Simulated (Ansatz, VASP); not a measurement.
# One calculation of Si2W, two programs

```xyz
9
Lattice="4.6159 0.0000 0.0000 -2.3080 3.9975 0.0000 0.0000 0.0000 6.6415" Properties=species:S:1:pos:R:3 pbc="T T T"
Si    0.0002    1.3089    2.2139
Si    3.4822   -0.6543    4.4277
Si    3.4414    3.3428    6.6415
Si    1.1334    0.6547    4.4276
Si   -2.3077    2.6886    2.2138
Si    1.1743    4.6518   -0.0001
W     2.3081    0.0000    2.2138
W    -1.1541    1.9989    4.4276
W     1.1539    1.9986    0.0000
```

Alike in both runs: functional PBE; k mesh 6 × 6 × 4; occupations gaussian, width 0.1 eV; no spin polarisation.

Ansatz relaxed the structure, and its values are those at the end. VASP's run is a single point on that final structure, the one shown.

|  | VASP | Ansatz |
| --- | --- | --- |
| version | VASP 6.6.1 | Ansatz 0.2.0 |
| potentials or method | VASP PAW PBE potentials, release 64 (Si, W_sv), cutoff 520 eV | scalar-relativistic, plane waves, PAW |
| valence electrons in the cell | 66 | 66 |

Ansatz gave:

| Quantity | Value |
| --- | --- |
| gap on the k mesh at the Fermi level (eV) | 0.01 |
| least direct gap on the mesh (eV) | 0.63 |
| pressure (GPa) | 0.0 |
| rms of the force components (eV/Å) | 0.005 |

Problem. Estimate VASP's values.

Solution. gap on the k mesh at the Fermi level (eV): 0.01; least direct gap on the mesh (eV): 0.63; pressure (GPa): 0.1; rms of the force components (eV/Å): 0.007.

The functional is the same, so the differences come from potentials, cutoffs and numerics.

Spin-orbit coupling is off throughout.
